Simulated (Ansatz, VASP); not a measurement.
**Hg in VASP and in Ansatz**

The input INCAR:

```
PREC = Accurate
ENCUT = 410
EDIFF = 1E-8
ISMEAR = -1
SIGMA = 0.05
LREAL = False
LASPH = True
NELM = 120
ALGO = Normal
ISIF = 2
LWAVE = False
LCHARG = False
GGA = PS
LEFG = True
NBANDS = 37
GGA_COMPAT = False
```

Contents of KPOINTS:

```
regular mesh
0
Gamma
  8 8 9
```

Contents of POSCAR:

```
Hg
1.0
    4.5997457407      0.0000000000      0.0000000000
   -2.2998728704      3.9834966624      0.0000000000
    0.0000000000      0.0000000000      3.9209268928
Hg
3
Direct
    0.3333333333      0.6666666667      0.5000000000
    0.0000000000      0.0000000000      0.0000000000
    0.6666666667      0.3333333333      0.5000000000
```

Input for Ansatz:

```yaml
crystal:
  lattice:
    - [4.5997457407, 0.0, 0.0]
    - [-2.2998728704, 3.9834966624, 0.0]
    - [0.0, 0.0, 3.9209268928]
  atoms:
    - { symbol: Hg, position: [0.3333333333, 0.6666666667, 0.5] }
    - { symbol: Hg, position: [0.0, 0.0, 0.0] }
    - { symbol: Hg, position: [0.6666666667, 0.3333333333, 0.5] }
kpoints:
  mp_grid: { grid: [8, 8, 9] }
scf:
  occupations: { method: fermi_dirac, width: 0.05 }
hamiltonian:
  xc: pbesol
  pseudopotentials: { kind: paw }
output:
  forces: true
  stress: true
  eigenvalues: true
  efg: { contact_densities: true }
```

Change from the starting cell: volume scaled by 1.04, PAW files.

Alike in both runs: task electric field gradients; functional PBEsol; k mesh 8 × 8 × 9; occupations fermi-dirac, width 0.05 eV; no spin polarisation.

|  | VASP | Ansatz |
| --- | --- | --- |
| version | VASP 6.6.1 | Ansatz 0.2.0 |
| potentials or method | VASP PAW PBE potentials, release 64 (Hg_sv_GW) | PAW with Ansatz's default frozen-core files, scalar-relativistic |
| plane-wave cutoff (eV) | 410 | 420 |
| valence electrons in the cell | 60 | 60 |

```tsv
	VASP	Ansatz	Ansatz less VASP
size of Vzz on the site where it differs most (V/Å²)	269.3	243.0	-26.26
```

VASP's potentials were made for PBE, not for PBEsol.

Neither program's run includes spin-orbit coupling.
